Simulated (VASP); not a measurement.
# H (P1) in VASP: single point with PBE

Aim: the single point of H with PBE.

All numbers are computed with VASP 6.6.1; they aren't measurements. Logs are shortened: lines on timing, memory, paths and dates and some standing lists are left out, and cuts for length are marked.

## 1. The cell of the first run

The typed cell holds 4 atoms: a = 2.991 Å, b = 3.122 Å, c = 6.574 Å, α = 93.17°, β = 88.18°, γ = 119.31°.

## 2. Single point, PBE (strained and its atoms moved)

INCAR

```
SYSTEM = H
ALGO = Normal
EDIFF = 1E-6
ENCUT = 520
GGA = PE
ISIF = 2
ISMEAR = 0
LASPH = .True.
LCHARG = .True.
LELF = .True.
LREAL = .False.
LVHAR = .True.
LWAVE = .False.
NBANDS = 10
NELM = 80
PREC = Accurate
SIGMA = 0.02
```

KPOINTS

```
k-points
0
Gamma
  8 8 4
  0 0 0
```

POSCAR

```
H
1.0
    1.4807834391     -2.5976961424      0.0491753083
    1.6078069418      2.6743528739     -0.0891027499
   -0.0764597380     -0.1598014838      6.5718754812
H
4
Direct
    0.5860659352      0.4046530795      1.0137077412
    0.3705995222      0.5470484146     -0.0091051019
    0.4467503840      0.6151895776      0.5047067779
    0.5965841587      0.4331089283      0.4906905827
```

Potentials or basis: VASP PAW PBE potentials, release 64 (H).

Started as:

```console
cat potpaw_PBE.64/H/POTCAR > POTCAR
mpirun -np 1 vasp_std > vasp.out
```

OUTCAR:

```text
SYSTEM = H
   EDIFF = 1E-6
   ENCUT = 520
   GGA = PE
   ISIF = 2
   ISMEAR = 0
   LASPH = .True.
   LREAL = .False.
   NELM = 80
   PREC = Accurate

 ion  position               nearest neighbor table
   1  0.586  0.405  0.014-
   2  0.371  0.547  0.991-
   3  0.447  0.615  0.505-   4 0.88
   4  0.597  0.433  0.491-   3 0.88

  LATTYP: Found a triclinic cell.
 ALAT       =     3.1217216013
 B/A-ratio  =     0.9897742022
 C/A-ratio  =     2.6323908353
 COS(alpha) =     0.0114680473
 COS(beta)  =     0.5137793940
 COS(gamma) =     0.5364600218

  Lattice vectors:

 A1 = (  -1.6078069418,  -2.6743528739,   0.0891027499)
 A2 = (  -3.0885903809,  -0.0766567315,   0.0399274416)
 A3 = (  -0.0505637647,  -5.1122475325,  -6.4335974230)

Analysis of symmetry for initial positions (statically):
=====================================================================
 Subroutine PRICEL returns:
 Original cell was already a primitive cell.

 Routine SETGRP: Setting up the symmetry group for a
 triclinic supercell.

 Subroutine GETGRP returns: Found  1 space group operations
 (whereof  1 operations were pure point group operations)
 out of a pool of  2 trial point group operations.

The static configuration has the point symmetry C_1 .

Analysis of symmetry for dynamics (positions and initial velocities):
=====================================================================
 Subroutine PRICEL returns:
 Original cell was already a primitive cell.

 Routine SETGRP: Setting up the symmetry group for a
 triclinic supercell.

 Subroutine GETGRP returns: Found  1 space group operations
 (whereof  1 operations were pure point group operations)
 out of a pool of  2 trial point group operations.

The dynamic configuration has the point symmetry C_1 .

 Subroutine INISYM returns: Found  1 space group operations
 (whereof  1 operations are pure point group operations),
 and found     1 'primitive' translations

----------------------------------------------------------------------------------------

                                     Primitive cell

  volume of cell :      53.4322

  direct lattice vectors                    reciprocal lattice vectors
     1.480783439 -2.597696142  0.049175308     0.328664503 -0.197624083 -0.000981610
     1.607806942  2.674352874 -0.089102750     0.319355551  0.182198748  0.008145844
    -0.076459738 -0.159801484  6.571875481     0.001870589  0.003949045  0.152281353

  length of vectors
     2.990512172  3.121721601  6.574262692     0.383505668  0.367764471  0.152344033

  position of ions in fractional coordinates (direct lattice)
     0.586065935  0.404653080  0.013707741
     0.370599522  0.547048415  0.990894898
     0.446750384  0.615189578  0.504706778
     0.596584159  0.433108928  0.490690583

  ion indices of the primitive-cell ions
   primitive index   ion index
                 1           1
                 2           2
                 3           3
                 4           4

----------------------------------------------------------------------------------------

 KPOINTS: k-points

Automatic generation of k-mesh.
 Grid dimensions read from file:
 generate k-points for:    8    8    4

 Generating k-lattice:

  Cartesian coordinates                     Fractional coordinates (reciprocal lattice)
     0.041083063 -0.024703010 -0.000122701     0.125000000 -0.000000000  0.000000000
     0.039919444  0.022774844  0.001018230     0.000000000  0.125000000 -0.000000000
     0.000467647  0.000987261  0.038070338    -0.000000000  0.000000000  0.250000000

  Length of vectors
     0.047938208  0.045970559  0.038086008

  Shift w.r.t. Gamma in fractional coordinates (k-lattice)
     0.000000000  0.000000000  0.000000000

 Subroutine IBZKPT returns following result:
 ===========================================

 Found    132 irreducible k-points:

 Following reciprocal coordinates:
            Coordinates               Weight
  0.000000  0.000000  0.000000      1.000000
  0.125000 -0.000000  0.000000      2.000000
  0.250000 -0.000000  0.000000      2.000000
  0.375000 -0.000000  0.000000      2.000000
  0.500000 -0.000000  0.000000      1.000000
  0.000000  0.125000 -0.000000      2.000000
[... 16 lines left out ...]
  0.125000  0.375000 -0.000000      2.000000
  0.250000  0.375000  0.000000      2.000000
 [... further k-points ...]
   k-points           NKPTS =    132   k-points in BZ     NKDIM =    132   number of bands    NBANDS=     10
   number of dos      NEDOS =    301   number of ions     NIONS =      4
   total plane-waves  NPLWV =  28800
   dimension x,y,z NGX =    24 NGY =   24 NGZ =   50
   dimension x,y,z NGXF=    48 NGYF=   48 NGZF=  100
   ions per type =               4
   NGX,Y,Z   is equivalent  to a cutoff of  13.34, 12.78, 12.64 a.u.
   NGXF,Y,Z  is equivalent  to a cutoff of  26.68, 25.56, 25.29 a.u.
 SYSTEM =  H
   PREC   = accura    normal or accurate (medium, high low for compatibility)
   ISTART =      0    job   : 0-new  1-cont  2-samecut
   ICHARG =      2    charge: 1-file 2-atom 10-const
   ISPIN  =      1    spin polarized calculation?
   LNONCOLLINEAR =      F non collinear calculations
   LSORBIT =      F    spin-orbit coupling
   LASPH  =      T    aspherical Exc in radial PAW
   ENCUT  =  520.0 eV  38.22 Ry    6.18 a.u.   5.56  5.80 12.22*2*pi/ulx,y,z
   NELM   =     80;   NELMIN=  2; NELMDL= -5     # of ELM steps
   EDIFF  = 0.1E-05   stopping-criterion for ELM
   LREAL  =      F    real-space projection
   EDIFFG = 0.1E-04   stopping-criterion for IOM
   NSW    =      0    number of steps for IOM
   IBRION =     -1    ionic relax: 0-MD 1-quasi-New 2-CG
   NFREE  =      0    steps in history (QN), initial steepest desc. (CG)
   ISIF   =      2    stress and relaxation
   ISYM   =      2    0-nonsym 1-usesym 2-fastsym
   POTIM  = 0.5000    time-step for ionic-motion
   TEBEG  =    0.0;   TEEND  =   0.0 temperature during run
   PSTRESS=    0.0 pullay stress
   NELECT =       4.0000    total number of electrons
   NUPDOWN=      -1.0000    fix difference up-down
   EMIN   =  10.00;   EMAX   =-10.00  energy-range for DOS
   EFERMI =   0.00;   METHOD = LEGACY
   ISMEAR =     0;   SIGMA  =   0.02  broadening in eV -4-tet -1-fermi 0-gaus
   EFERMI_NEDOS =   21; number of points for ismear=-14 and -15
   IALGO  =     38    algorithm
   IMIX   =      4    mixing-type and parameters
     AMIX     =   0.40;   BMIX     =  1.00
     AMIX_MAG =   1.60;   BMIX_MAG =  1.00
  volume/ion in A,a.u.               =      13.36        90.14
  Fermi-wavevector in a.u.,A,eV,Ry     =   0.689965  1.303845  6.477077  0.476052
  Thomas-Fermi vector in A             =   1.771199
   LORBIT       =      0    0 simple, 1 ext, 2 COOP (PROOUT), +10 PAW based schemes
   GGA     = PE    functional components
   LHFCALC =     F    Hartree Fock is set to
   AEXX    =    0.0000 exact exchange contribution
   IVDW    =     0    specifies the selected vdW correction
   LEPSILON=     F    determine dielectric tensor
   LRPA    =     F    only Hartree local field effects (RPA)
 non-spin polarized calculation
 Gauss-broadening in eV      SIGMA  =   0.02
  energy-cutoff  :      520.00
  volume of cell :       53.43
 maximum number of plane-waves:      1453
 NGX is ok and might be reduce to    24
   NGX = 11   NGY = 11   NGZ = 25

 number of electron       4.0000000 magnetization

 Free energy of the ion-electron system (eV)
  ---------------------------------------------------
  ext. energy  EPLUGINS =         0.00000000
  ---------------------------------------------------
  free energy    TOTEN  =       -12.80619320 eV

  energy without entropy =      -12.80619320  energy(sigma->0) =      -12.80619320

 E-fermi :  -7.1185     XC(G=0):  -5.1671

 val. band max:       -7.2266125014   @ k =   0.3750   0.3750   0.0000
 cond. band min:      -1.4349033730   @ k =   0.5000   0.5000   0.0000
 fundamental gap:      5.7917091283
 Fermi energy:        -7.1185497201

 k-point     1 :       0.0000    0.0000    0.0000
  band No.  band energies     occupation
      1     -10.0629      2.00000
      2      -9.3669      2.00000
      3       0.3887      0.00000
      4       4.7851      0.00000
      5       6.8885      0.00000
      6       7.7310      0.00000
      7       9.1636      0.00000
      8      10.2211      0.00000
      9      12.9603      0.00000
     10      14.7274      0.00000

 k-point     2 :       0.1250   -0.0000    0.0000
  band No.  band energies     occupation
      1      -9.8434      2.00000
      2      -9.1613      2.00000
      3       0.7216      0.00000
      4       4.4016      0.00000
      5       6.1475      0.00000
      6       7.1424      0.00000
      7       9.0822      0.00000
      8       9.9724      0.00000
      9      11.7352      0.00000
     10      13.9755      0.00000

 k-point     3 :       0.2500   -0.0000    0.0000
  band No.  band energies     occupation
      1      -9.2476      2.00000
      2      -8.6010      2.00000
      3       1.6647      0.00000
      4       2.8738      0.00000
      5       4.4031      0.00000
      6       6.6489      0.00000
      7       8.9312      0.00000
      8      10.1564      0.00000
      9      10.3007      0.00000
     10      12.1777      0.00000

 k-point     4 :       0.3750   -0.0000    0.0000
  band No.  band energies     occupation
      1      -8.5205      2.00000
      2      -7.9009      2.00000
      3       0.8703      0.00000
      4       2.6434      0.00000
      5       3.4587      0.00000
      6       6.7289      0.00000
      7       8.4416      0.00000
      8       8.9053      0.00000
      9       9.2122      0.00000
     10      11.5979      0.00000

 k-point     5 :       0.5000   -0.0000    0.0000
  band No.  band energies     occupation
      1      -8.1628      2.00000
      2      -7.5389      2.00000
      3       0.0637      0.00000
      4       1.9141      0.00000
      5       5.0883      0.00000
      6       6.7671      0.00000
      7       6.9215      0.00000
      8       8.2541      0.00000
      9       8.3850      0.00000
     10      11.3188      0.00000

 k-point     6 :       0.0000    0.1250   -0.0000
  band No.  band energies     occupation
      1      -9.8709      2.00000
      2      -9.1938      2.00000
      3       0.6951      0.00000
      4       4.2995      0.00000
      5       6.2698      0.00000
      6       7.1347      0.00000
      7       9.0392      0.00000
      8      10.2196      0.00000
      9      11.6666      0.00000
     10      13.9363      0.00000
[... 183 lines left out ...]
 k-point    21 :      -0.1250    0.2500   -0.0000
  band No.  band energies     occupation
      1      -9.4473      2.00000
      2      -8.8018      2.00000
      3       1.2812      0.00000
      4       2.7335      0.00000
      5       4.0717      0.00000
      6       7.3314      0.00000
      7       9.6304      0.00000
      8       9.9078      0.00000
      9      11.0398      0.00000
     10      13.8470      0.00000

 k-point    22 :       0.0000    0.3750    0.0000
  band No.  band energies     occupation
      1      -8.7205      2.00000
      2      -8.1843      2.00000
      3       1.0060      0.00000
      4       2.5206      0.00000
      5       3.2796      0.00000
      6       7.0894      0.00000
      7       8.5635      0.00000
      8       8.7016      0.00000
      9       9.3881      0.00000
     10      11.3498      0.00000

 k-point    23 :       0.1250    0.3750   -0.0000
  band No.  band energies     occupation
      1      -8.3911      2.00000
      2      -7.8858      2.00000
      3       0.7982      0.00000
      4       2.3034      0.00000
      5       4.2742      0.00000
      6       5.0786      0.00000
      7       6.8634      0.00000
      8       7.4484      0.00000
      9      10.4472      0.00000
     10      12.0097      0.00000

 k-point    24 :       0.2500    0.3750    0.0000
  band No.  band energies     occupation
      1      -8.0179      2.00000
      2      -7.5022      2.00000
      3       0.5482      0.00000
      4       1.7593      0.00000
      5       3.4342      0.00000
      6       5.4492      0.00000
      7       5.7603      0.00000
      8       7.4648      0.00000
      9      10.1422      0.00000
     10      11.2409      0.00000

 [... further k-points ...]

------------------------ aborting loop because EDIFF is reached ----------------------------------------

  FORCE on cell =-STRESS in cart. coord.  units (eV):
  Direction    XX          YY          ZZ          XY          YZ          ZX
  --------------------------------------------------------------------------------------
  -------------------------------------------------------------------------------------
  Total        0.1396279     -6.1396043     -0.1028964      0.1082923      0.4480589     -0.0812113
  in kB        4.1867750   -184.0974251     -3.0853725      3.2471681     13.4351484     -2.4351391
  external PRESSURE =     -60.9986742 kB  Pullay stress =       0.0000000 kB

 VOLUME and BASIS-vectors are now :
 -----------------------------------------------------------------------------
  energy-cutoff  :      520.00
  volume of cell :       53.43
      direct lattice vectors                 reciprocal lattice vectors
     1.480783439 -2.597696142  0.049175308     0.328664503 -0.197624083 -0.000981610
     1.607806942  2.674352874 -0.089102750     0.319355551  0.182198748  0.008145844
    -0.076459738 -0.159801484  6.571875481     0.001870589  0.003949045  0.152281353

 POSITION                                       TOTAL-FORCE (eV/Angst)
 -----------------------------------------------------------------------------------
      1.51739     -0.44243      0.08285        -0.362484      3.835557     -0.698935
      1.35256      0.34195      6.48152         0.361597     -3.835603      0.695043
      1.61206      0.40406      3.28402        -0.238326     -2.996936     -0.229789
      1.54225     -0.46987      3.21550         0.239213      2.996982      0.233681
 -----------------------------------------------------------------------------------
    total drift:                                0.000023     -0.000016      0.000094

  FREE ENERGIE OF THE ION-ELECTRON SYSTEM (eV)
  ---------------------------------------------------
  free  energy   TOTEN  =       -12.8061931967 eV

  energy  without entropy=      -12.8061931967  energy(sigma->0) =      -12.80619320
```

Wall time 42 s (1 thread of Intel Xeon 6975P-C, shared host); peak memory 0.19 GiB.

Results:

```
Free energy            : -12.8062 eV
Pressure               : -6.1 GPa
Largest force          : 3.916 eV/Å
Band gap on the k mesh : 5.79 eV, indirect (least direct gap 5.80 eV)
```

Forces in eV/Å, atoms in the order of the input:
```
H   -0.362  3.836 -0.699
H    0.362 -3.836  0.695
H   -0.238 -2.997 -0.230
H    0.239  2.997  0.234
```

Stress tensor (GPa, compression positive):
```
  0.42   0.32  -0.24
  0.32 -18.41   1.34
 -0.24   1.34  -0.31
```

Caveat: the cell differs from its parent crystal (strained and its atoms moved); forces of over 1 eV/Å act on the atoms, so gaps and moduli don't describe the material at rest. A k mesh can miss the band edges.
